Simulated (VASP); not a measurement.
## Tc: single point with PBE

Crystal: Tc.

```xyz
4
Lattice="2.7023 0.0000 0.0000 -1.3512 2.3403 0.0000 0.0000 0.0000 8.6512" Properties=species:S:1:pos:R:3 pbc="T T T"
Tc    1.3512    0.7801    6.4884
Tc    0.0000    0.0000    4.3256
Tc    0.0000    1.5602    2.1628
Tc    0.0000    0.0000    0.0000
```

```
Program             : VASP 6.6.1
Task                : single point
Functional          : PBE
Potentials or basis : VASP PAW PBE potentials, release 64 (Tc_sv)
Cutoff              : 560 eV
k mesh              : 11 × 11 × 3
Occupations         : fermi-dirac, width 0.05 eV
Spin                : no spin polarisation
```

| Item | Value |
| --- | --- |
| Pressure | 17.6 GPa |
| Band gap on the k mesh | zero (bands 30 and 31 overlap by 3.16 eV) |

Stress tensor (GPa, compression positive):
```
16.90  0.00  0.00
 0.00 16.90  0.00
 0.00  0.00 19.03
```

Levels at points of the mesh, in eV from the Fermi level:
| k point | band 26 | band 27 | band 28 | band 29 | band 30 | band 31 | band 32 | band 33 | band 34 | band 35 |
| --- | --- | --- | --- | --- | --- | --- | --- | --- | --- | --- |
| (0.00, 0.00, 0.00) | -1.99 | -1.62 | -1.36 | -1.36 | -1.23 | -1.23 | 0.28 | 0.28 | 1.03 | 1.03 |

It took 58 s on 1 thread of Intel(R) Xeon(R) Platinum 8375C CPU @ 2.90GHz (Ice Lake), on a shared host, peak memory 0.21 GiB.

Caveat: the cell stands under pressure.
